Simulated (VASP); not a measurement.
A run of VASP 6.6.1:

INCAR

```
PREC = Accurate
ENCUT = 600
EDIFF = 1E-6
ISMEAR = -1
SIGMA = 0.008617333262145177
LREAL = False
LASPH = True
NELM = 120
ALGO = Normal
ISIF = 2
LWAVE = False
LCHARG = True
GGA = PE
LELF = True
LVHAR = True
NBANDS = 11
GGA_COMPAT = False
```

File KPOINTS:

```
regular mesh
0
Gamma
  1 1 1
```

Contents of POSCAR:

```
MgS
1.0
    0.0000000000      2.6043975556      2.6043975556
    2.6043975556      0.0000000000      2.6043975556
    2.6043975556      2.6043975556      0.0000000000
Mg S
1 1
Direct
    0.0000000000      0.0000000000      0.0000000000
    0.5000000000      0.5000000000      0.5000000000
```

Potentials or basis: VASP PAW PBE potentials, release 64 (Mg, S).

Launch:

```sh
$ cat potpaw_PBE.64/Mg/POTCAR potpaw_PBE.64/S/POTCAR > POTCAR
$ mpirun -np 1 vasp_gam > vasp.out
```

Hardware: 1 thread of Intel(R) Xeon(R) Platinum 8559C (Emerald Rapids) (shared host).

Q: Estimate the wall time of this run.

A: Wall time 4.9 s on 1 thread of Intel(R) Xeon(R) Platinum 8559C (Emerald Rapids) (shared host), peak memory 0.15 GiB. Counts: scf iterations 13, k points 1.
